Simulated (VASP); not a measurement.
Crystal: CdSe.

```
CELL_PARAMETERS angstrom
4.30000 0.00000 0.00000
-2.15000 3.72391 0.00000
0.00000 0.00000 7.01100
ATOMIC_POSITIONS crystal
Cd 0.33333 0.66667 0.00000
Cd 0.66667 0.33333 0.50000
Se 0.33333 0.66667 0.50000
Se 0.66667 0.33333 0.00000
```

| Property | Result |
| --- | --- |
| Program | VASP 6.6.1 |
| Task | relaxation of cell and atoms |
| Functional | PBEsol |
| Potentials or basis | VASP PAW PBE potentials, release 64 (Cd, Se) |
| Cutoff | 500 eV |
| k mesh | 12 × 12 × 6 |
| Occupations | gaussian, width 0.02 eV |
| Spin | no spin polarisation |

At the start: pressure 4.2 GPa; volume 28.07 Å³/atom.

Problem. Where does the relaxation end?

Solution. Over 11 steps the energy falls by 123.0 meV/atom and the volume is 26.89 Å³/atom (-4.2 %); space group P6_3/mmc (No. 194, to 0.1 Å) before and after.

The path:
| step | energy change (eV) | largest force (eV/Å) | pressure (GPa) | volume (Å³) |
| --- | --- | --- | --- | --- |
| 1 | 0.0000 | 0.0000 | 4.24 | 112.27 |
| 2 | -0.1699 | 0.0000 | -3.64 | 124.49 |
| 3 | -0.2145 | 0.0000 | -1.56 | 120.25 |
| 4 | -0.2980 | 0.0000 | -1.42 | 117.02 |
| 5 | -0.4813 | 0.0000 | 0.58 | 107.10 |
| 6 | -0.4793 | 0.0000 | 1.53 | 104.91 |
| 7 | -0.4836 | 0.0000 | 0.95 | 106.18 |
| 8 | -0.4873 | 0.0000 | -0.44 | 108.20 |
| 9 | -0.4918 | 0.0000 | 0.11 | 107.33 |
| 10 | -0.4919 | 0.0000 | -0.02 | 107.63 |
| 11 | -0.4919 | 0.0000 | 0.00 | 107.58 |

Final structure:
```
Cd Se
1.0
     4.57922    0.00000    0.00000
    -2.28961    3.96572    0.00000
     0.00000    0.00000    5.92395
Cd Se
2 2
Direct
  0.33333 0.66667 0.00000
  0.66667 0.33333 0.50000
  0.33333 0.66667 0.50000
  0.66667 0.33333 0.00000
```

Caveat: a cell axis changed by over 15 % at a fixed basis, so the end point is rough; the PAW data sets were made with another functional, which shifts forces and pressure a little.
